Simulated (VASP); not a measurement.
Here is a VASP 6.6.1 calculation.

File INCAR:

```
SYSTEM = TiN
PREC = Accurate ; ENCUT = 600
EDIFF = 1E-6 ; ISMEAR = -1
SIGMA = 0.1 ; LREAL = .FALSE.
LASPH = .TRUE. ; NELM = 100
ALGO = Normal ; ISIF = 3
LWAVE = .FALSE. ; LCHARG = .FALSE.
GGA = PE ; IBRION = 2
NSW = 80 ; EDIFFG = -0.02
PSTRESS = 40.0
```

Contents of KPOINTS:

```
Automatic mesh
0
G
  12 12 12
  0 0 0
```

File POSCAR:

```
TiN
1.0
    0.0000000000      2.1190000000      2.1190000000
    2.1190000000      0.0000000000      2.1190000000
    2.1190000000      2.1190000000      0.0000000000
Ti N
1 1
Direct
    0.0000000000      0.0000000000      0.0000000000
    0.5000000000      0.5000000000      0.5000000000
```

Potentials or basis: VASP PAW PBE potentials, release 64 (Ti_sv, N).

The run is started by

```sh
$ cat potpaw_PBE.64/Ti_sv/POTCAR potpaw_PBE.64/N/POTCAR > POTCAR
$ mpirun -np 1 vasp_std > vasp.out
```

Question: Estimate the relaxed volume.

Answer: 9.46 Å³/atom.

Question: Predict the space group after relaxing (to 0.05 Å).

Answer: Fm-3m (No. 225).

Question: Estimate the relaxed cell.

Answer: a = 2.991 Å, b = 2.991 Å, c = 2.991 Å, α = 60.00°, β = 60.00°, γ = 60.00°.

Final structure:
```yaml
crystal:
  lattice:
    - [0.00000, 2.11471, 2.11471]
    - [2.11471, 0.00000, 2.11471]
    - [2.11471, 2.11471, 0.00000]
  atoms:
    - { symbol: Ti, position: [0.00000, 0.00000, 0.00000] }
    - { symbol: N, position: [0.50000, 0.50000, 0.50000] }
```

Caveat: the cell is relaxed towards a set pressure, so the enthalpy falls and the energy may rise.
